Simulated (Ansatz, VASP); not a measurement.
## Si: VASP beside Ansatz

INCAR

```
SYSTEM = Si
PREC = Accurate
ENCUT = 520
EDIFF = 1E-6
ISMEAR = -1
SIGMA = 0.05
LREAL = .FALSE.
LASPH = .TRUE.
NELM = 60
ALGO = Normal
ISIF = 2
LWAVE = .FALSE.
LCHARG = .TRUE.
LELF = .TRUE.
LVHAR = .TRUE.
NBANDS = 11
```

The input KPOINTS:

```
regular mesh
0
G
  16 16 16
  0 0 0
```

Contents of POSCAR:

```
Si
1.0
   -2.2510000000      2.3685000000      1.2367500000
    2.2510000000     -2.3685000000      1.2367500000
    2.2510000000      2.3685000000     -1.2367500000
Si
2
Direct
    0.8070000000      0.5570000000      0.2500000000
    0.1930000000      0.4430000000      0.7500000000
```

Input for Ansatz:

```yaml
crystal:
  lattice:
    - [-2.251, 2.3685, 1.23675]
    - [2.251, -2.3685, 1.23675]
    - [2.251, 2.3685, -1.23675]
  atoms:
    - { symbol: Si, position: [0.807, 0.557, 0.25] }
    - { symbol: Si, position: [0.193, 0.443, 0.75] }
kpoints:
  mp_grid: { grid: [16, 16, 16] }
  band_path:
    path:
      - [0.0, 0.0, 0.0]
      - [0.5, -0.5, 0.5]
      - [0.4758105458, -0.4758105458, 0.5241894542]
      - [-0.4758105458, 0.4758105458, 0.4758105458]
      - [0.0, 0.0, 0.0]
      - [0.318164314, 0.318164314, -0.318164314]
      - [0.681835686, -0.318164314, 0.318164314]
      - [0.5, -0.5, 0.5]
      - [0.0, 0.0, 0.0]
    npoints: 5
scf:
  occupations: { method: fermi_dirac, width: 0.05 }
hamiltonian:
  xc: lda
  pseudopotentials: { kind: all_electron, lapw: { basis_error: 0.0005 } }
output:
  forces: true
  stress: true
  eigenvalues: true
```

Change from the starting cell: zz strain of -3 %.

Alike in both runs: task single point; functional LDA; k mesh 16 × 16 × 16; occupations fermi-dirac, width 0.05 eV; no spin polarisation.

|  | VASP | Ansatz |
| --- | --- | --- |
| version | VASP 6.6.1 | Ansatz 0.2.0 |
| potentials or method | VASP PAW LDA potentials, release 64 (Si), cutoff 520 eV | all-electron LAPW, scalar-relativistic |

|  | VASP | Ansatz | Ansatz less VASP |
| --- | --- | --- | --- |
| pressure (GPa) | 16.1 | 15.9 | -0.20 |
| traceless stress, the component that is largest in VASP (GPa) | 1.90 | 1.92 | +0.014 |
| rms of the force components (eV/Å) | 0.011 | 0.010 | -0.0002 |

LDA's correlation is that of Perdew and Zunger in VASP and of Perdew and Wang (1992) in Ansatz. Atom by atom the forces differ by 0.000 eV/Å (rms over components). Ansatz ran all-electron here, and VASP with PAW potentials.
